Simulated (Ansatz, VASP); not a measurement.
Two plane-wave programs on NiO2

```
Ni O
1.0
     2.82267    0.00000    0.00000
    -1.41134    2.44451    0.00000
     0.00000    0.00000    4.74793
Ni O
1 2
Direct
  0.00000 0.00000 0.50000
  0.66667 0.33333 0.69121
  0.33333 0.66667 0.30879
```

Alike in both runs: task single point; functional PBEsol; k mesh 12 × 12 × 6; occupations gaussian, width 0.05 eV; no spin polarisation.

```csv
,VASP,Ansatz
version,VASP 6.6.1,Ansatz 0.2.0
potentials or method,"VASP PAW PBE potentials, release 64 (Ni, O), cutoff 520 eV","scalar-relativistic, plane waves, PAW"
valence electrons in the cell,22,30
```

|  | VASP | Ansatz | Ansatz less VASP |
| --- | --- | --- | --- |
| gap on the k mesh at the Fermi level (eV) | 0.94 | 0.96 | +0.022 |
| least direct gap on the mesh (eV) | 1.21 | 1.23 | +0.022 |
| pressure (GPa) | -1.7 | -2.4 | -0.69 |
| traceless stress, the component that is largest in VASP (GPa) | 3.31 | 3.69 | +0.385 |
| rms of the force components (eV/Å) | 0.092 | 0.066 | -0.0260 |

VASP's potentials were made for PBE, not for PBEsol. Atom by atom the forces differ by 0.026 eV/Å (rms over components). VASP's potentials hold 22 valence electrons a cell and Ansatz's 30, so a difference there can come from the potentials and not from the codes.
